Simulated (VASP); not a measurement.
# Sn (Immm) in VASP: a series of runs

Sn is run at these levels: PBEsol+D3(BJ); tasks: single point.

All numbers are computed with VASP 6.6.1; they aren't measurements. Logs are shortened: lines on timing, memory, paths and dates and some standing lists are left out, and cuts for length are marked.

## 1. The cell of the first run

It takes space group Immm (No. 71, orthorhombic). Conventional cell: a = 3.177 Å, b = 3.267 Å, c = 4.490 Å, α = 90.00°, β = 90.00°, γ = 90.00°. Sn (site symmetry mmm) has 12 Sn at 3.18 to 3.27 Å within 4.2 Å.

## 2. Single point, PBEsol+D3(BJ) (strain -0.080 along x and y, -0.040 along z)

Contents of INCAR:

```
SYSTEM = Sn
PREC     = Accurate       ! precision mode
ENCUT    = 520            ! plane-wave cutoff, eV
EDIFF    = 1E-6           ! SCF threshold, eV
ISMEAR   = 0              ! smearing method
SIGMA    = 0.15           ! smearing width, eV
LREAL    = .False.        ! projectors in reciprocal space
LASPH    = .True.         ! aspherical terms in the spheres
NELM     = 100            ! most SCF steps
ALGO     = Fast           ! electronic algorithm
ISIF     = 2              ! what is computed and relaxed
LWAVE    = .False.        ! write WAVECAR
LCHARG   = .False.        ! write CHGCAR
GGA      = PS             ! functional
IVDW     = 12             ! dispersion correction
NBANDS   = 13             ! bands
```

Contents of KPOINTS:

```
Automatic mesh
0
Gamma
  20 20 20
  0 0 0
```

Contents of POSCAR:

```
Sn
1.0
   -1.5884158800      1.6335032400      2.2448083200
    1.5884158800     -1.6335032400      2.2448083200
    1.5884158800      1.6335032400     -2.2448083200
Sn
1
Direct
    0.0000000000      0.0000000000      0.0000000000
```

Potentials or basis: VASP PAW PBE potentials, release 64 (Sn_d).

Run with:

```console
$ cat potpaw_PBE.64/Sn_d/POTCAR > POTCAR
$ mpirun -np 1 vasp_std > vasp.out
```

OUTCAR:

```text
SYSTEM = Sn
   PREC = Accurate
   ENCUT = 520
   EDIFF = 1E-6
   ISMEAR = 0
   LREAL = .False.
   LASPH = .True.
   NELM = 100
   ISIF = 2
   GGA = PS
   IVDW = 12
 IVDW          = 12

 ion  position               nearest neighbor table
   1  0.000  0.000  0.000-

  LATTYP: Found a body centered orthorhombic cell.
 ALAT       =     3.1768317600
 B/A-ratio  =     1.0283851103
 C/A-ratio  =     1.4132371429

  Lattice vectors:

 A1 = (  -1.5884158800,   1.6335032400,   2.2448083200)
 A2 = (   1.5884158800,  -1.6335032400,   2.2448083200)
 A3 = (   1.5884158800,   1.6335032400,  -2.2448083200)

Analysis of symmetry for initial positions (statically):
=====================================================================
 Subroutine PRICEL returns:
 Original cell was already a primitive cell.

 Routine SETGRP: Setting up the symmetry group for a
 body centered orthorhombic supercell.

 Subroutine GETGRP returns: Found  8 space group operations
 (whereof  8 operations were pure point group operations)
 out of a pool of  8 trial point group operations.

The static configuration has the point symmetry D_2h.

Analysis of symmetry for dynamics (positions and initial velocities):
=====================================================================
 Subroutine PRICEL returns:
 Original cell was already a primitive cell.

 Routine SETGRP: Setting up the symmetry group for a
 body centered orthorhombic supercell.

 Subroutine GETGRP returns: Found  8 space group operations
 (whereof  8 operations were pure point group operations)
 out of a pool of  8 trial point group operations.

The dynamic configuration has the point symmetry D_2h.

 Subroutine INISYM returns: Found  8 space group operations
 (whereof  8 operations are pure point group operations),
 and found     1 'primitive' translations

----------------------------------------------------------------------------------------

                                     Primitive cell

  volume of cell :      23.2983

  direct lattice vectors                    reciprocal lattice vectors
    -1.588415880  1.633503240  2.244808320     0.000000000  0.306090608  0.222736167
     1.588415880 -1.633503240  2.244808320     0.314779024  0.000000000  0.222736167
     1.588415880  1.633503240 -2.244808320     0.314779024  0.306090608  0.000000000

  length of vectors
     3.198525010  3.198525010  3.198525010     0.378553643  0.385612803  0.439064112

  position of ions in fractional coordinates (direct lattice)
     0.000000000  0.000000000  0.000000000

  ion indices of the primitive-cell ions
   primitive index   ion index
                 1           1

----------------------------------------------------------------------------------------

 KPOINTS: Automatic mesh

Automatic generation of k-mesh.
 Grid dimensions read from file:
 generate k-points for:   20   20   20

 Generating k-lattice:

  Cartesian coordinates                     Fractional coordinates (reciprocal lattice)
     0.000000000  0.015304530  0.011136808     0.050000000 -0.000000000  0.000000000
     0.015738951  0.000000000  0.011136808     0.000000000  0.050000000  0.000000000
     0.015738951  0.015304530  0.000000000     0.000000000 -0.000000000  0.050000000

  Length of vectors
     0.018927682  0.019280640  0.021953206

  Shift w.r.t. Gamma in fractional coordinates (k-lattice)
     0.000000000  0.000000000  0.000000000

 Subroutine IBZKPT returns following result:
 ===========================================

 Found   1166 irreducible k-points:

 Following reciprocal coordinates:
            Coordinates               Weight
  0.000000  0.000000  0.000000      1.000000
  0.050000  0.000000  0.000000      4.000000
  0.100000  0.000000  0.000000      4.000000
  0.150000 -0.000000  0.000000      4.000000
  0.200000  0.000000  0.000000      4.000000
  0.250000  0.000000  0.000000      4.000000
[... 16 lines left out ...]
 -0.450000  0.050000  0.000000      8.000000
 -0.400000  0.050000  0.000000      8.000000
 [... further k-points ...]
   k-points           NKPTS =   1166   k-points in BZ     NKDIM =   1166   number of bands    NBANDS=     13
   number of dos      NEDOS =    301   number of ions     NIONS =      1
   total plane-waves  NPLWV =  13824
   dimension x,y,z NGX =    24 NGY =   24 NGZ =   24
   dimension x,y,z NGXF=    48 NGYF=   48 NGZF=   48
   ions per type =               1
   NGX,Y,Z   is equivalent  to a cutoff of  12.47, 12.47, 12.47 a.u.
   NGXF,Y,Z  is equivalent  to a cutoff of  24.95, 24.95, 24.95 a.u.
 SYSTEM =  Sn
   PREC   = accura    normal or accurate (medium, high low for compatibility)
   ISTART =      0    job   : 0-new  1-cont  2-samecut
   ICHARG =      2    charge: 1-file 2-atom 10-const
   ISPIN  =      1    spin polarized calculation?
   LNONCOLLINEAR =      F non collinear calculations
   LSORBIT =      F    spin-orbit coupling
   LASPH  =      T    aspherical Exc in radial PAW
   ENCUT  =  520.0 eV  38.22 Ry    6.18 a.u.   5.95  5.95  5.95*2*pi/ulx,y,z
   NELM   =    100;   NELMIN=  2; NELMDL= -5     # of ELM steps
   EDIFF  = 0.1E-05   stopping-criterion for ELM
   LREAL  =      F    real-space projection
   EDIFFG = 0.1E-04   stopping-criterion for IOM
   NSW    =      0    number of steps for IOM
   IBRION =     -1    ionic relax: 0-MD 1-quasi-New 2-CG
   NFREE  =      0    steps in history (QN), initial steepest desc. (CG)
   ISIF   =      2    stress and relaxation
   ISYM   =      2    0-nonsym 1-usesym 2-fastsym
   POTIM  = 0.5000    time-step for ionic-motion
   TEBEG  =    0.0;   TEEND  =   0.0 temperature during run
   PSTRESS=    0.0 pullay stress
   NELECT =      14.0000    total number of electrons
   NUPDOWN=      -1.0000    fix difference up-down
   EMIN   =  10.00;   EMAX   =-10.00  energy-range for DOS
   EFERMI =   0.00;   METHOD = LEGACY
   ISMEAR =     0;   SIGMA  =   0.15  broadening in eV -4-tet -1-fermi 0-gaus
   EFERMI_NEDOS =   21; number of points for ismear=-14 and -15
   IALGO  =     68    algorithm
   IMIX   =      4    mixing-type and parameters
     AMIX     =   0.40;   BMIX     =  1.00
     AMIX_MAG =   1.60;   BMIX_MAG =  1.00
  volume/ion in A,a.u.               =      23.30       157.22
  Fermi-wavevector in a.u.,A,eV,Ry     =   1.381475  2.610609 25.966352  1.908473
  Thomas-Fermi vector in A             =   2.506256
   LORBIT       =      0    0 simple, 1 ext, 2 COOP (PROOUT), +10 PAW based schemes
   GGA     = PS    functional components
   LHFCALC =     F    Hartree Fock is set to
   AEXX    =    0.0000 exact exchange contribution
   IVDW    =    12    specifies the selected vdW correction
   LEPSILON=     F    determine dielectric tensor
   LRPA    =     F    only Hartree local field effects (RPA)
 non-spin polarized calculation
 RMM-DIIS sequential band-by-band and
 Gauss-broadening in eV      SIGMA  =   0.15
  energy-cutoff  :      520.00
  volume of cell :       23.30
 maximum number of plane-waves:       644
   NGX = 11   NGY = 11   NGZ = 11

 number of electron      13.9999999 magnetization

 Free energy of the ion-electron system (eV)
  ---------------------------------------------------
  ext. energy  EPLUGINS =         0.00000000
  ---------------------------------------------------
  free energy    TOTEN  =        -4.14958359 eV

  energy without entropy =       -4.14330544  energy(sigma->0) =       -4.14644451

 E-fermi :  10.0270     XC(G=0): -11.2463

 val. band max:       10.0220650553   @ k =   0.3000  -0.3000   0.2000
 cond. band min:      10.0274573479   @ k =  -0.3500  -0.3000   0.1000
 fundamental gap:      0.0053922927
 Fermi energy:        10.0269509618

 k-point     1 :       0.0000    0.0000    0.0000
  band No.  band energies     occupation
      1     -11.5930      2.00000
      2     -11.5698      2.00000
      3     -11.5690      2.00000
      4     -11.4542      2.00000
      5     -11.4369      2.00000
      6      -2.3863      2.00000
      7      18.6329      0.00000
      8      18.9021      0.00000
      9      19.4151      0.00000
     10      20.8233      0.00000
     11      22.4641      0.00000
     12      22.8499      0.00000
     13      23.2578      0.00000

 k-point     2 :       0.0500    0.0000    0.0000
  band No.  band energies     occupation
      1     -11.5914      2.00000
      2     -11.5687      2.00000
      3     -11.5656      2.00000
      4     -11.4541      2.00000
      5     -11.4371      2.00000
      6      -2.3289      2.00000
      7      17.9108      0.00000
      8      18.7223      0.00000
      9      19.2929      0.00000
     10      20.6673      0.00000
     11      22.8156      0.00000
     12      23.4466      0.00000
     13      23.5551      0.00000

 k-point     3 :       0.1000    0.0000    0.0000
  band No.  band energies     occupation
      1     -11.5879      2.00000
      2     -11.5650      2.00000
      3     -11.5568      2.00000
      4     -11.4529      2.00000
      5     -11.4367      2.00000
      6      -2.1563      2.00000
      7      16.2799      0.00000
      8      18.4923      0.00000
      9      18.9853      0.00000
     10      20.5454      0.00000
     11      23.2784      0.00000
     12      23.9397      0.00000
     13      24.7765      0.00000
[... 305 lines left out ...]
 k-point    23 :      -0.4500    0.0500    0.0000
  band No.  band energies     occupation
      1     -11.5906      2.00000
      2     -11.5671      2.00000
      3     -11.5554      2.00000
      4     -11.3472      2.00000
      5     -11.3293      2.00000
      6       1.9364      2.00000
      7       5.5560      2.00000
      8      16.5345      0.00000
      9      16.6131      0.00000
     10      19.6083      0.00000
     11      22.2030      0.00000
     12      22.4279      0.00000
     13      22.5929      0.00000

 k-point    24 :      -0.4000    0.0500    0.0000
  band No.  band energies     occupation
      1     -11.5890      2.00000
      2     -11.5632      2.00000
      3     -11.5506      2.00000
      4     -11.3637      2.00000
      5     -11.3431      2.00000
      6       1.0465      2.00000
      7       6.8685      2.00000
      8      16.5391      0.00000
      9      16.8653      0.00000
     10      19.6992      0.00000
     11      22.2869      0.00000
     12      22.6028      0.00000
     13      22.9699      0.00000

 [... further k-points ...]

------------------------ aborting loop because EDIFF is reached ----------------------------------------

 Edisp (eV)   -0.45721

 E8    (eV) :    -0.3227

  FORCE on cell =-STRESS in cart. coord.  units (eV):
  Direction    XX          YY          ZZ          XY          YZ          ZX
  --------------------------------------------------------------------------------------
  -------------------------------------------------------------------------------------
  Total       1.03000     0.77857     0.94251    -0.00000     0.00000     0.00000
  in kB      70.83093    53.54068    64.81484    -0.00000     0.00000     0.00000
  external pressure =       63.06 kB  Pullay stress =        0.00 kB

 VOLUME and BASIS-vectors are now :
 -----------------------------------------------------------------------------
  energy-cutoff  :      520.00
  volume of cell :       23.30
      direct lattice vectors                 reciprocal lattice vectors
    -1.588415880  1.633503240  2.244808320     0.000000000  0.306090608  0.222736167
     1.588415880 -1.633503240  2.244808320     0.314779024  0.000000000  0.222736167
     1.588415880  1.633503240 -2.244808320     0.314779024  0.306090608  0.000000000

 POSITION                                       TOTAL-FORCE (eV/Angst)
 -----------------------------------------------------------------------------------
      0.00000      0.00000      0.00000         0.000000      0.000000      0.000000
 -----------------------------------------------------------------------------------
    total drift:                                0.000000      0.000000      0.000000

  FREE ENERGIE OF THE ION-ELECTRON SYSTEM (eV)
  ---------------------------------------------------
  free  energy   TOTEN  =        -4.6067927103 eV

  energy  without entropy=       -4.6005145603  energy(sigma->0) =       -4.60365364
```

It took 2.9 min on 1 thread of Intel Xeon Platinum 8259CL at 2.50GHz (Skylake/Cascade Lake), shared host; peak memory 0.42 GiB.

Results:

```
Free energy                : -4.6068 eV
Pressure                   : 6.3 GPa
Band gap on the k mesh     : zero (bands 7 and 8 overlap by 10.99 eV)
Dispersion energy per atom : -0.457 eV
```

Stress tensor (GPa, compression positive):
```
7.08 0.00 0.00
0.00 5.35 0.00
0.00 0.00 6.48
```

Levels at points of the mesh, in eV from the Fermi level:
```csv
k point,band 4,band 5,band 6,band 7,band 8,band 9,band 10,band 11
"(0.00, 0.00, 0.00)",-21.48,-21.46,-12.41,8.61,8.88,9.39,10.80,12.44
"(0.50, 0.00, 0.00)",-21.36,-21.34,-7.27,-5.60,6.81,6.94,10.17,11.56
"(0.00, 0.50, 0.00)",-21.35,-21.34,-6.95,-5.52,6.27,6.67,10.03,10.98
"(0.50, 0.50, 0.00)",-21.32,-21.32,-4.85,-4.43,2.22,2.32,5.99,6.10
"(0.50, 0.50, 0.50)",-21.32,-21.32,-4.59,-4.27,1.65,2.45,5.43,6.23
```

Caveat: the cell differs from its parent crystal (strain -0.080 along x and y, -0.040 along z); the cell stands under pressure; the PAW data sets were made with another functional, which shifts forces and pressure a little; spin-orbit coupling is left out, which moves the levels of the heavy elements.

## 3. Single point, PBEsol+D3(BJ) (strain -0.080 along x and y, +0.000 along z)

Contents of INCAR:

```
  ALGO = Fast
  EDIFF = 1E-6
  ENCUT = 520
  GGA = PS
  ISIF = 2
  ISMEAR = 0
  IVDW = 12
  LASPH = T
  LCHARG = F
  LREAL = F
  LWAVE = F
  NBANDS = 13
  NELM = 80
  PREC = Accurate
  SIGMA = 0.15
```

Contents of KPOINTS:

```
k-points
0
Gamma
  20 20 20
```

Contents of POSCAR:

```
Sn
1.0
   -1.5884158800      1.6335032400      2.3383420000
    1.5884158800     -1.6335032400      2.3383420000
    1.5884158800      1.6335032400     -2.3383420000
Sn
1
Direct
    0.0000000000      0.0000000000      0.0000000000
```

Potentials or basis: VASP PAW PBE potentials, release 64 (Sn_d).

Run with:

```console
$ cat potpaw_PBE.64/Sn_d/POTCAR > POTCAR
$ mpirun -np 1 vasp_std > vasp.out
```

It took 2.8 min on 1 thread of Intel Xeon Platinum 8259CL at 2.50GHz (Skylake/Cascade Lake), shared host; peak memory 0.43 GiB.

The run converged. Its results:

```yaml
Free_energy: -4.6354 eV
Pressure: 2.9 GPa
Band_gap_on_the_k_mesh: zero (bands 7 and 8 overlap by 10.64 eV)
Dispersion_energy_per_atom: -0.438 eV
```

Stress tensor (GPa, compression positive):
```
3.38 0.00 0.00
0.00 2.29 0.00
0.00 0.00 3.07
```

Levels at points of the mesh, in eV from the Fermi level:
```
           k point  band 5  band 6  band 7  band 8  band 9  band 10
(0.00, 0.00, 0.00)  -21.42  -12.06    8.22    8.60    9.00    10.78
(0.50, 0.00, 0.00)  -21.33   -7.19   -5.34    6.21    6.97    10.24
(0.00, 0.50, 0.00)  -21.31   -6.86   -5.26    6.08    6.43     9.97
(0.50, 0.50, 0.00)  -21.29   -4.64   -4.08    1.95    2.13     5.61
(0.50, 0.50, 0.50)  -21.30   -5.11   -4.34    2.02    2.81     5.72
```

Caveat: the cell differs from its parent crystal (strain -0.080 along x and y, +0.000 along z); the PAW data sets were made with another functional, which shifts forces and pressure a little; spin-orbit coupling is left out, which moves the levels of the heavy elements.
